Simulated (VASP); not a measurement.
Wanted: the native input for a VASP 6.6.1 run.

```
Task                   : single point
Functional             : PBE
Potentials or basis    : VASP PAW PBE potentials, release 64 (Zn, O)
Cutoff                 : 520 eV
k mesh                 : 15 × 15 × 15
Occupations            : fermi-dirac, width 0.0612256 eV
Spin                   : no spin polarisation
Dipole correction      : no
Further INCAR settings : ALGO = Normal; EDIFF = 1e-06; NBANDS = 16
```

The structure of ZnO (rock salt type) lies in POSCAR:

```
ZnO
1.0
    0.0000000000      2.1351571064      2.1351571064
    2.1351571064      0.0000000000      2.1351571064
    2.1351571064      2.1351571064      0.0000000000
Zn O
1 1
Direct
    0.0000000000      0.0000000000      0.0000000000
    0.5000000000      0.5000000000      0.5000000000
```

These files were run (other wordings do the same):

INCAR

```
ALGO = Normal
EDIFF = 1E-6
ENCUT = 520
GGA = PE
ISIF = 2
ISMEAR = -1
LASPH = T
LCHARG = F
LREAL = F
LWAVE = F
NBANDS = 16
NELM = 60
PREC = Accurate
SIGMA = 0.06122561905347299
```

KPOINTS

```
k-points
0
Gamma
  15 15 15
```

Potentials or basis: VASP PAW PBE potentials, release 64 (Zn, O).

Launch:

```sh
$ cat potpaw_PBE.64/Zn/POTCAR potpaw_PBE.64/O/POTCAR > POTCAR
$ mpirun -np 1 vasp_std > vasp.out
```

Results of the run:

```json
{"Pressure": "8.7 GPa", "Band gap on the k mesh": "0.92 eV, indirect (least direct gap 2.30 eV)"}
```

Wall time 19 s on 1 thread of Intel(R) Xeon(R) Platinum 8375C CPU @ 2.90GHz (Ice Lake) (shared host), peak memory 0.16 GiB.
